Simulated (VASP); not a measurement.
SnS:

```
Sn S
1.0
    11.20000    0.00000    0.00000
     0.00000    3.98700    0.00000
     0.00000    0.00000    4.33400
Sn S
4 4
Direct
  0.11940 0.25000 0.11980
  0.38060 0.75000 0.61980
  0.61940 0.25000 0.38020
  0.88060 0.75000 0.88020
  0.85080 0.25000 0.47930
  0.64920 0.75000 0.97930
  0.35080 0.25000 0.02070
  0.14920 0.75000 0.52070
```

| Property | Result |
| --- | --- |
| Program | VASP 6.6.1 |
| Task | relaxation of cell and atoms |
| Functional | LDA |
| Potentials or basis | VASP PAW LDA potentials, release 64 (Sn_d, S) |
| Cutoff | 500 eV |
| k mesh | 4 × 8 × 6 |
| Occupations | gaussian, width 0.02 eV |
| Spin | no spin polarisation |

At the start: pressure -2.4 GPa; volume 24.19 Å³/atom.

Where does the relaxation end?

Over 25 steps the energy falls by 11.8 meV/atom and the volume is 22.67 Å³/atom (-6.3 %); space group Pnma (No. 62, to 0.1 Å) before and after.

Step by step:
```tsv
step	energy change (eV)	largest force (eV/Å)	pressure (GPa)	volume (Å³)
1	0.0000	0.0446	-2.38	193.53
2	-0.0489	0.3262	0.92	183.64
3	-0.0565	0.2240	-0.03	186.21
4	-0.0702	0.1667	-0.03	185.10
5	-0.0872	0.0531	0.12	181.80
6	-0.0917	0.0560	-0.12	181.74
7	-0.0918	0.0497	-0.09	181.75
8	-0.0931	0.0247	0.12	181.26
9	-0.0932	0.0275	0.18	181.12
10	-0.0939	0.0212	-0.01	181.61
11	-0.0939	0.0215	-0.02	181.62
12	-0.0941	0.0190	-0.01	181.59
13	-0.0943	0.0147	0.02	181.51
14	-0.0943	0.0238	0.08	181.33
15	-0.0944	0.0162	0.05	181.43
16	-0.0945	0.0107	-0.07	181.70
17	-0.0945	0.0077	-0.03	181.59
18	-0.0945	0.0063	-0.01	181.52
19	-0.0945	0.0097	0.02	181.42
20	-0.0946	0.0097	0.02	181.41
21	-0.0946	0.0102	0.01	181.38
22	-0.0946	0.0120	-0.01	181.31
23	-0.0946	0.0110	0.00	181.35
24	-0.0946	0.0092	0.00	181.36
25	-0.0947	0.0044	0.01	181.37
```

Final structure:
```cif
data_structure
_symmetry_space_group_name_H-M 'P 1'
_symmetry_Int_Tables_number 1
_cell_length_a 10.9733
_cell_length_b 3.9515
_cell_length_c 4.1829
_cell_angle_alpha 90.000
_cell_angle_beta 90.000
_cell_angle_gamma 90.000
_cell_volume 181.37
loop_
_atom_site_label
_atom_site_type_symbol
_atom_site_fract_x
_atom_site_fract_y
_atom_site_fract_z
_atom_site_occupancy
Sn1 Sn 0.11757 0.25000 0.10984 1
Sn2 Sn 0.38243 0.75000 0.60984 1
Sn3 Sn 0.61757 0.25000 0.39016 1
Sn4 Sn 0.88243 0.75000 0.89016 1
S1 S 0.85400 0.25000 0.47239 1
S2 S 0.64600 0.75000 0.97239 1
S3 S 0.35400 0.25000 0.02761 1
S4 S 0.14600 0.75000 0.52761 1
```
